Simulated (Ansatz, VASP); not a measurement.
**One calculation of BaB3, two programs**

```
CELL_PARAMETERS angstrom
4.07334 0.00000 0.00000
0.00000 4.07334 0.00000
0.00000 0.00000 4.07334
ATOMIC_POSITIONS crystal
Ba 0.00000 0.00000 0.00000
B 0.00000 0.50000 0.50000
B 0.50000 0.00000 0.50000
B 0.50000 0.50000 0.00000
```

Alike in both runs: functional PBE; k mesh 4 × 4 × 4; occupations gaussian, width 0.1 eV; no spin polarisation.

Ansatz relaxed the structure, and its values are those at the end. VASP's run is a single point on that final structure, the one shown.

|  | VASP | Ansatz |
| --- | --- | --- |
| version | VASP 6.6.1 | Ansatz 0.2.0 |
| potentials or method | VASP PAW PBE potentials, release 64 (Ba_sv, B_h), cutoff 1230 eV | scalar-relativistic, plane waves, PAW |
| valence electrons in the cell | 19 | 19 |

Ansatz gave:

* gap on the k mesh at the Fermi level (eV): none
* pressure (GPa): 0.2

**Question.** What did VASP give for the same quantities?

**Answer.** gap on the k mesh at the Fermi level (eV): none; pressure (GPa): 0.8.

A gap of «none» marks a metal or a gap that the smearing closes. The functional is the same, so the differences come from potentials, cutoffs and numerics.

The k mesh is coarse, so the values compare programs but aren't converged. Spin-orbit coupling is off throughout.
